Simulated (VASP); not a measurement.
# Al30Cu (a cell with a defect) in VASP: single point with PBE

Aim: the single point of Al30Cu (a cell with a defect) with PBE.

All numbers are computed with VASP 6.6.1; they aren't measurements. Logs are shortened: lines on timing, memory, paths and dates and some standing lists are left out, and cuts for length are marked.

## (1) The cell of the first run

The cell holds a defect, 31 atoms: a = 8.100 Å, b = 8.100 Å, c = 8.100 Å, α = 90.00°, β = 90.00°, γ = 90.00°.

## (2) Single point, PBE

The input, INCAR:

```
PREC     = Accurate       # precision mode
ENCUT    = 520            # plane-wave cutoff, eV
EDIFF    = 1E-6           # SCF threshold, eV
ISMEAR   = 0              # smearing method
SIGMA    = 0.15           # smearing width, eV
LREAL    = Auto         
LASPH    = True           # aspherical terms in the spheres
NELM     = 120            # most SCF steps
ALGO     = Normal         # electronic algorithm
ISIF     = 2              # what is computed and relaxed
LWAVE    = False          # write WAVECAR
LCHARG   = False          # write CHGCAR
GGA      = PE             # functional
NBANDS   = 72             # bands
GGA_COMPAT= False
```

The input, KPOINTS:

```
Automatic mesh
0
Gamma
  1 1 1
```

The input, POSCAR:

```
Al30Cu
1.0
    8.1000000000      0.0000000000      0.0000000000
    0.0000000000      8.1000000000      0.0000000000
    0.0000000000      0.0000000000      8.1000000000
Al Cu
30 1
Direct
    0.4976986420      0.0049417284      0.0003138272
    0.7497803704      0.2515444444     -0.0007245679
    0.0018375309      0.0049409877      0.0003101235
    0.2497793827      0.2601682716     -0.0093722222
    0.4884646914      0.5000291358      0.0009446914
    0.7497765432      0.7491232099      0.0059585185
    0.2497825926     -0.0007914815      0.2516038272
    0.4977235802      0.2504902469      0.2458338272
    0.7497741975      0.5049517284      0.2500303704
    0.4908264198      0.0086959259      0.5095870370
    0.7497662963      0.2448839506      0.5017218519
    0.7497655556      0.0007960494      0.7459264198
    0.0110670370      0.5000207407      0.0009365432
    0.2497796296      0.7518382716     -0.0065309877
    0.0018461728      0.2504856790      0.2458360494
    0.2497823457      0.4925782716      0.2527691358
    0.4907934568      0.7412037037      0.2420713580
    0.0087188889      0.0086976543      0.5095883951
    0.2497753086      0.2573025926      0.4989640741
    0.4977127160      0.4994360494      0.5058359259
    0.2497764198     -0.0019511111      0.7582213580
    0.4884629630      0.2498544444      0.7507490123
    0.7497797531      0.4982946914      0.7525288889
    0.0087706173      0.7412029630      0.2420701235
    0.0018211111      0.4994327160      0.5058345679
    0.2497807407      0.7506662963      0.5001128395
    0.0111114815      0.2498549383      0.7507506173
    0.2497809877      0.4896801235      0.7611570370
    0.4977348148      0.7449498765      0.7513511111
    0.0018348148      0.7449543210      0.7513477778
    0.7498055556     -0.1252118519      0.3759135802
```

Potentials or basis: VASP PAW PBE potentials, release 64 (Al, Cu).

Command:

```console
> cat potpaw_PBE.64/Al/POTCAR potpaw_PBE.64/Cu/POTCAR > POTCAR
> mpirun -np 1 vasp_gam > vasp.out
```

OUTCAR:

```text
PREC = Accurate
   ENCUT = 520
   EDIFF = 1E-6
   ISMEAR = 0
   LREAL = Auto
   LASPH = True
   NELM = 120
   ISIF = 2
   GGA = PE

 ion  position               nearest neighbor table
   1  0.498  0.005  0.000-  21 2.81   8 2.81  22 2.83   2 2.86   7 2.86  14 2.87   4 2.88  17 2.90
                            12 2.90   6 2.91  29 2.92
   2  0.750  0.252  0.999-  23 2.83   8 2.86  15 2.86   3 2.86   1 2.86  12 2.89   9 2.89  13 2.92
                             5 2.92  22 2.92  27 2.92
   3  0.002  0.005  0.000-  21 2.81  15 2.81  27 2.83   2 2.86   7 2.86  14 2.87   4 2.88  24 2.90
                            12 2.90   6 2.91  30 2.92
   4  0.250  0.260  0.991-  28 2.63  27 2.74   5 2.74  22 2.74  13 2.74  21 2.84  16 2.84  15 2.88
                             1 2.88   8 2.88   3 2.88   7 2.99
   5  0.488  0.500  0.001-  28 2.74   4 2.74  17 2.76  14 2.81  16 2.81   8 2.83  29 2.83  22 2.87
                            23 2.92   2 2.92   9 2.92   6 2.92
   6  0.750  0.749  0.006-   9 2.80  17 2.84  24 2.84  23 2.89  29 2.90  30 2.90   3 2.91   1 2.91
                            13 2.92   5 2.92  12 2.93
   7  0.250  0.999  0.252-  26 2.85   1 2.86  15 2.86   8 2.86   3 2.86  17 2.86  24 2.86  10 2.86
                            18 2.86  19 2.90  14 2.90   4 2.99
   8  0.498  0.250  0.246-  16 2.81   1 2.81   5 2.83   2 2.86   7 2.86  19 2.87   4 2.88  10 2.90
                             9 2.90  11 2.91  20 2.92
   9  0.750  0.505  0.250-   6 2.80  17 2.84  24 2.84   2 2.89   8 2.90  15 2.90  25 2.91  20 2.91
[... 28 lines left out ...]
                             5 2.92  22 2.92  27 2.92
  24  0.009  0.741  0.242-  31 2.60  13 2.76  14 2.81  16 2.81   6 2.84   9 2.84   7 2.86  26 2.86
                             3 2.90  25 2.90  18 3.06
  25  0.002  0.499  0.506-  19 2.81  30 2.81  27 2.83  23 2.86  26 2.86  16 2.87  28 2.88  24 2.90
                            11 2.90   9 2.91  15 2.92
  26  0.250  0.751  0.500-   7 2.85  20 2.86  30 2.86  29 2.86  25 2.86  24 2.86  17 2.86  10 2.86
                            18 2.86  16 2.90  21 2.90  28 2.99
  27  0.011  0.250  0.751-  28 2.74   4 2.74  18 2.76  19 2.81  21 2.81   3 2.83  25 2.83  13 2.87
                            23 2.92   2 2.92  11 2.92  12 2.92
  28  0.250  0.490  0.761-   4 2.63   5 2.74  13 2.74  27 2.74  22 2.74  14 2.84  19 2.84  30 2.88
                            29 2.88  20 2.88  25 2.88  26 2.99
  29  0.498  0.745  0.751-  14 2.81  20 2.81   5 2.83  23 2.86  26 2.86  21 2.87  28 2.88  10 2.90
                             6 2.90  12 2.91   1 2.92
  30  0.002  0.745  0.751-  14 2.81  25 2.81  13 2.83  23 2.86  26 2.86  21 2.87  28 2.88  18 2.90
                             6 2.90  12 2.91   3 2.92
  31  0.750  0.875  0.376-  24 2.60  18 2.60  17 2.60  10 2.60

  LATTYP: Found a simple cubic cell.
 ALAT       =     8.1000000000

  Lattice vectors:

 A1 = (   8.1000000000,   0.0000000000,   0.0000000000)
 A2 = (   0.0000000000,   8.1000000000,   0.0000000000)
 A3 = (   0.0000000000,   0.0000000000,   8.1000000000)

Analysis of symmetry for initial positions (statically):
=====================================================================
 Subroutine PRICEL returns:
 Original cell was already a primitive cell.

 Routine SETGRP: Setting up the symmetry group for a
 simple cubic supercell.

 Subroutine GETGRP returns: Found  1 space group operations
 (whereof  1 operations were pure point group operations)
 out of a pool of 48 trial point group operations.

The static configuration has the point symmetry C_1 .

Analysis of symmetry for dynamics (positions and initial velocities):
=====================================================================
 Subroutine PRICEL returns:
 Original cell was already a primitive cell.

 Routine SETGRP: Setting up the symmetry group for a
 simple cubic supercell.

 Subroutine GETGRP returns: Found  1 space group operations
 (whereof  1 operations were pure point group operations)
 out of a pool of 48 trial point group operations.

The dynamic configuration has the point symmetry C_1 .

 Subroutine INISYM returns: Found  1 space group operations
 (whereof  1 operations are pure point group operations),
 and found     1 'primitive' translations

----------------------------------------------------------------------------------------

                                     Primitive cell

  volume of cell :     531.4410

  direct lattice vectors                    reciprocal lattice vectors
     8.100000000  0.000000000  0.000000000     0.123456790  0.000000000  0.000000000
     0.000000000  8.100000000  0.000000000     0.000000000  0.123456790  0.000000000
     0.000000000  0.000000000  8.100000000     0.000000000  0.000000000  0.123456790

  length of vectors
     8.100000000  8.100000000  8.100000000     0.123456790  0.123456790  0.123456790

  position of ions in fractional coordinates (direct lattice)
     0.497698642  0.004941728  0.000313827
     0.749780370  0.251544444  0.999275432
     0.001837531  0.004940988  0.000310124
     0.249779383  0.260168272  0.990627778
     0.488464691  0.500029136  0.000944691
     0.749776543  0.749123210  0.005958519
[... 23 lines left out ...]
     0.001834815  0.744954321  0.751347778
     0.749805556  0.874788148  0.375913580

  ion indices of the primitive-cell ions
   primitive index   ion index
                 1           1
                 2           2
                 3           3
                 4           4
                 5           5
                 6           6
[... 23 lines left out ...]
                30          30
                31          31

----------------------------------------------------------------------------------------

 KPOINTS: Automatic mesh

Automatic generation of k-mesh.
 Grid dimensions read from file:
 generate k-points for:    1    1    1

 Generating k-lattice:

  Cartesian coordinates                     Fractional coordinates (reciprocal lattice)
     0.123456790  0.000000000  0.000000000     1.000000000  0.000000000  0.000000000
     0.000000000  0.123456790  0.000000000     0.000000000  1.000000000  0.000000000
     0.000000000  0.000000000  0.123456790     0.000000000  0.000000000  1.000000000

  Length of vectors
     0.123456790  0.123456790  0.123456790

  Shift w.r.t. Gamma in fractional coordinates (k-lattice)
     0.000000000  0.000000000  0.000000000

 Subroutine IBZKPT returns following result:
 ===========================================

 Found      1 irreducible k-points:

 Following reciprocal coordinates:
            Coordinates               Weight
  0.000000  0.000000  0.000000      1.000000
   k-points           NKPTS =      1   k-points in BZ     NKDIM =      1   number of bands    NBANDS=     72
   number of dos      NEDOS =    301   number of ions     NIONS =     31
   total plane-waves  NPLWV = 216000
   dimension x,y,z NGX =    60 NGY =   60 NGZ =   60
   dimension x,y,z NGXF=   120 NGYF=  120 NGZF=  120
   ions per type =              30   1
   NGX,Y,Z   is equivalent  to a cutoff of  12.31, 12.31, 12.31 a.u.
   NGXF,Y,Z  is equivalent  to a cutoff of  24.63, 24.63, 24.63 a.u.
 SYSTEM =  unknown system
   PREC   = accura    normal or accurate (medium, high low for compatibility)
   ISTART =      0    job   : 0-new  1-cont  2-samecut
   ICHARG =      2    charge: 1-file 2-atom 10-const
   ISPIN  =      1    spin polarized calculation?
   LNONCOLLINEAR =      F non collinear calculations
   LSORBIT =      F    spin-orbit coupling
   LASPH  =      T    aspherical Exc in radial PAW
   ENCUT  =  520.0 eV  38.22 Ry    6.18 a.u.  15.06 15.06 15.06*2*pi/ulx,y,z
   NELM   =    120;   NELMIN=  2; NELMDL= -5     # of ELM steps
   EDIFF  = 0.1E-05   stopping-criterion for ELM
   LREAL  =      T    real-space projection
   EDIFFG = 0.1E-04   stopping-criterion for IOM
   NSW    =      0    number of steps for IOM
   IBRION =     -1    ionic relax: 0-MD 1-quasi-New 2-CG
   NFREE  =      0    steps in history (QN), initial steepest desc. (CG)
   ISIF   =      2    stress and relaxation
   ISYM   =      2    0-nonsym 1-usesym 2-fastsym
   POTIM  = 0.5000    time-step for ionic-motion
   TEBEG  =    0.0;   TEEND  =   0.0 temperature during run
   PSTRESS=    0.0 pullay stress
   NELECT =     101.0000    total number of electrons
   NUPDOWN=      -1.0000    fix difference up-down
   EMIN   =  10.00;   EMAX   =-10.00  energy-range for DOS
   EFERMI =   0.00;   METHOD = LEGACY
   ISMEAR =     0;   SIGMA  =   0.15  broadening in eV -4-tet -1-fermi 0-gaus
   EFERMI_NEDOS =   21; number of points for ismear=-14 and -15
   IALGO  =     38    algorithm
   IMIX   =      4    mixing-type and parameters
     AMIX     =   0.40;   BMIX     =  1.00
     AMIX_MAG =   1.60;   BMIX_MAG =  1.00
  volume/ion in A,a.u.               =      17.14       115.69
  Fermi-wavevector in a.u.,A,eV,Ry     =   0.941233  1.778672 12.053656  0.885919
  Thomas-Fermi vector in A             =   2.068723
   LORBIT       =      0    0 simple, 1 ext, 2 COOP (PROOUT), +10 PAW based schemes
   GGA     = PE    functional components
   LHFCALC =     F    Hartree Fock is set to
   AEXX    =    0.0000 exact exchange contribution
   IVDW    =     0    specifies the selected vdW correction
   LEPSILON=     F    determine dielectric tensor
   LRPA    =     F    only Hartree local field effects (RPA)
 non-spin polarized calculation
 Gauss-broadening in eV      SIGMA  =   0.15
  energy-cutoff  :      520.00
  volume of cell :      531.44
 maximum number of plane-waves:      7122
   NGX = 31   NGY = 31   NGZ = 31

 number of electron     100.9999989 magnetization

 Free energy of the ion-electron system (eV)
  ---------------------------------------------------
  ext. energy  EPLUGINS =         0.00000000
  ---------------------------------------------------
  free energy    TOTEN  =      -100.66682261 eV

  energy without entropy =     -100.57502110  energy(sigma->0) =     -100.62092185

 E-fermi :   7.5980     XC(G=0): -10.0401

 val. band max:        7.5956262205   @ k =   0.0000   0.0000   0.0000
 cond. band min:       7.9342081450   @ k =   0.0000   0.0000   0.0000
 fundamental gap:      0.3385819245
 Fermi energy:         7.5979573720

 k-point     1 :       0.0000    0.0000    0.0000
  band No.  band energies     occupation
      1      -3.4362      2.00000
      2      -1.3884      2.00000
      3      -1.2613      2.00000
      4      -1.2558      2.00000
      5      -1.2346      2.00000
      6      -0.9682      2.00000
[... 54 lines left out ...]
     61       8.7308      0.00000
     62       8.8320      0.00000
 [bands above 62 left out]

------------------------ aborting loop because EDIFF is reached ----------------------------------------

  FORCE on cell =-STRESS in cart. coord.  units (eV):
  Direction    XX          YY          ZZ          XY          YZ          ZX
  --------------------------------------------------------------------------------------
  -------------------------------------------------------------------------------------
  Total       -3.4752432     -7.7933828     -7.8078287     -0.0004348     -1.6346271     -0.0023469
  in kB      -10.4770912    -23.4953291    -23.5388803     -0.0013108     -4.9280399     -0.0070754
  external PRESSURE =     -19.1704335 kB  Pullay stress =       0.0000000 kB

 VOLUME and BASIS-vectors are now :
 -----------------------------------------------------------------------------
  energy-cutoff  :      520.00
  volume of cell :      531.44
      direct lattice vectors                 reciprocal lattice vectors
     8.100000000  0.000000000  0.000000000     0.123456790  0.000000000  0.000000000
     0.000000000  8.100000000  0.000000000     0.000000000  0.123456790  0.000000000
     0.000000000  0.000000000  8.100000000     0.000000000  0.000000000  0.123456790

 POSITION                                       TOTAL-FORCE (eV/Angst)
 -----------------------------------------------------------------------------------
      4.03136      0.04003      0.00254        -0.004641      0.007839      0.000314
      6.07322      2.03751      8.09413        -0.001246      0.008662     -0.005644
      0.01488      0.04002      0.00251         0.005064      0.008099      0.001011
      2.02321      2.10736      8.02409         0.000993      0.004830     -0.007922
      3.95656      4.05024      0.00765        -0.013537     -0.019401     -0.018575
      6.07319      6.06790      0.04826         0.000991     -0.000711     -0.001341
[... 23 lines left out ...]
      0.01486      6.03413      6.08592         0.004679     -0.008586     -0.003269
      6.07343      7.08578      3.04490        -0.000734     -0.000068     -0.000722
 -----------------------------------------------------------------------------------
    total drift:                               -0.008108     -0.013410      0.024559

  FREE ENERGIE OF THE ION-ELECTRON SYSTEM (eV)
  ---------------------------------------------------
  free  energy   TOTEN  =      -100.6668226083 eV

  energy  without entropy=     -100.5750210996  energy(sigma->0) =     -100.62092185
```

Wall time 3.7 min (1 thread of Intel Xeon 8259CL, shared host); peak memory 0.45 GiB.

What came out:

* Free energy: -100.6668 eV
* Pressure: -1.9 GPa
* Largest force: 0.031 eV/Å
* Band gap on the k mesh: zero (an odd number of electrons rules out a gap without spin polarisation)

Forces on the atoms (eV/Å):
```
Al  -0.005  0.008  0.000
Al  -0.001  0.009 -0.006
Al   0.005  0.008  0.001
Al   0.001  0.005 -0.008
Al  -0.014 -0.019 -0.019
Al   0.001 -0.001 -0.001
Al  -0.001  0.010 -0.009
Al  -0.005 -0.003 -0.010
Al   0.002  0.000  0.002
Al  -0.013  0.008  0.010
Al   0.000  0.002 -0.001
Al   0.001 -0.001 -0.003
Al   0.013 -0.019 -0.017
Al   0.000 -0.007  0.006
Al   0.005 -0.002 -0.010
Al  -0.001  0.006 -0.009
Al  -0.016 -0.010 -0.004
Al   0.012  0.008  0.013
Al   0.000 -0.006  0.006
Al  -0.003  0.002  0.006
Al   0.002  0.009 -0.007
Al  -0.014  0.020  0.019
Al   0.000 -0.006  0.005
Al   0.014 -0.010 -0.003
Al   0.005  0.002  0.008
Al  -0.001 -0.007  0.013
Al   0.013  0.020  0.020
Al   0.002 -0.008  0.006
Al  -0.005 -0.009 -0.004
Al   0.005 -0.009 -0.003
Cu  -0.001  0.000 -0.001
```

Caveat: the k points lie up to 0.78 Å⁻¹ apart, too coarse for converged energies and pressures of a metal.
